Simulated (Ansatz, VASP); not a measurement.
## PbS in VASP and in Ansatz

POSCAR

```
PbS
1.0
    2.9405000000     -2.9000000000      0.0000000000
    2.9405000000      2.9000000000      0.0000000000
   -1.0800500000      0.0000000000     11.7092900000
Pb S
2 2
Direct
    0.7756000000      0.7756000000      0.6363800000
    0.2244000000      0.2244000000      0.3636200000
    0.2684000000      0.2684000000      0.5986000000
    0.7316000000      0.7316000000      0.4014000000
```

The input INCAR.step1:

```
ALGO = Normal ; EDIFF = 1E-4
ENCUT = 520 ; GGA = PE
ISMEAR = -1 ; LASPH = True
LCHARG = False ; LREAL = False
LWAVE = True ; NBANDS = 28
NELM = 80 ; PREC = Accurate
SIGMA = 0.01
```

File INCAR.step2:

```
ALGO = Normal ; EDIFF = 1E-8
ENCUT = 520 ; ISIF = 2
ISMEAR = -1 ; ISTART = 1
LASPH = True ; LCHARG = False
LEFG = True ; LMIXTAU = True
LREAL = False ; LWAVE = False
METAGGA = R2SCAN ; NBANDS = 28
NELM = 80 ; PREC = Accurate
SIGMA = 0.01
```

The input KPOINTS:

```
k-points
0
Gamma
  7 7 3
```

Input for Ansatz:

```yaml
crystal:
  lattice:
    - [2.9405, -2.9, 0.0]
    - [2.9405, 2.9, 0.0]
    - [-1.08005, 0.0, 11.70929]
  atoms:
    - { symbol: Pb, position: [0.7756, 0.7756, 0.63638] }
    - { symbol: Pb, position: [0.2244, 0.2244, 0.36362] }
    - { symbol: S, position: [0.2684, 0.2684, 0.5986] }
    - { symbol: S, position: [0.7316, 0.7316, 0.4014] }
kpoints:
  mp_grid: { grid: [7, 7, 3] }
  band_path:
    path:
      - [0.0, 0.0, 0.0]
      - [-0.4952296494, 0.4952296494, 0.0]
      - [-0.5047703506, -0.4952296494, 0.0]
      - [-0.5, -0.5, 0.0]
      - [0.0, 0.0, 0.0]
      - [-0.5, -0.5, 0.5]
      - [-0.5160352562, -0.4839647438, 0.5]
      - [-0.4839647438, 0.4839647438, 0.5]
      - [0.0, 0.0, 0.5]
    npoints: 8
scf:
  occupations: { method: fermi_dirac, width: 0.01 }
  mixing: { preconditioner: kerker_dos }
hamiltonian:
  xc: r2scan
  pseudopotentials: { kind: all_electron, datasets: crystal }
output:
  forces: true
  stress: true
  eigenvalues: true
  efg: { contact_densities: true }
```

Alike in both runs: task electric field gradients; functional r2SCAN; k mesh 7 × 7 × 3; occupations fermi-dirac, width 0.01 eV; no spin polarisation.

|  | VASP | Ansatz |
| --- | --- | --- |
| version | VASP 6.6.1 | Ansatz 0.2.0 |
| potentials or method | VASP PAW PBE potentials, release 64 (Pb_d, S), cutoff 520 eV | all-electron PAW with datasets made for the slab, scalar-relativistic |

Ansatz gave:

```
gap on the k mesh at the Fermi level (eV) : 1.59
rms of the force components (eV/Å)        : 0.244
```

Question: Estimate VASP's values.

Answer: gap on the k mesh at the Fermi level (eV): 1.58; rms of the force components (eV/Å): 0.240.

VASP's potentials were made for PBE, not for r2SCAN. Atom by atom the forces differ by 0.004 eV/Å (rms over components). Ansatz ran all-electron here, and VASP with PAW potentials.

Spin-orbit coupling is off throughout.
